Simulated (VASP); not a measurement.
# GaF: single point with r2SCAN0

Crystal: GaF.

```xyz
2
Lattice="3.1659 0.0000 0.0000 0.0000 3.1659 0.0000 0.0000 0.0000 3.1659" Properties=species:S:1:pos:R:3 pbc="T T T"
Ga    0.0000    0.0000    0.0000
F     1.5830    1.5830    1.5830
```

```yaml
Program: VASP 6.6.1
Task: single point
Functional: r2SCAN0
Potentials_or_basis: VASP PAW PBE potentials, release 64 (Ga_d, F)
Cutoff: 520 eV
k_mesh: 5 × 5 × 5
Occupations: fermi-dirac, width 0.05 eV
Spin: no spin polarisation
Dipole_correction: no
Grid_for_exact_exchange_PRECFOCK: Normal
Further_INCAR_settings: ALGO = Normal; EDIFF = 1e-06; NBANDS = 17
```

```yaml
Pressure: -1.8 GPa
Band_gap_on_the_k_mesh: 3.77 eV, indirect (least direct gap 4.69 eV)
```

Levels at points of the mesh, in eV from the valence-band top:
| k point | band 6 | band 7 | band 8 | band 9 | band 10 | band 11 | band 12 | band 13 | band 14 | band 15 |
| --- | --- | --- | --- | --- | --- | --- | --- | --- | --- | --- |
| (0.00, 0.00, 0.00) | -16.21 | -5.75 | -3.74 | -3.74 | -3.74 | 11.56 | 11.56 | 11.56 | 12.81 | 12.81 |

Run time: 9.4 min on 1 thread of Intel(R) Xeon(R) Platinum 8259CL CPU @ 2.50GHz (Skylake/Cascade Lake), on a shared host, peak memory 0.15 GiB.

Caveat: the PAW data sets were made with another functional, which shifts forces and pressure a little. A k mesh can miss the band edges.
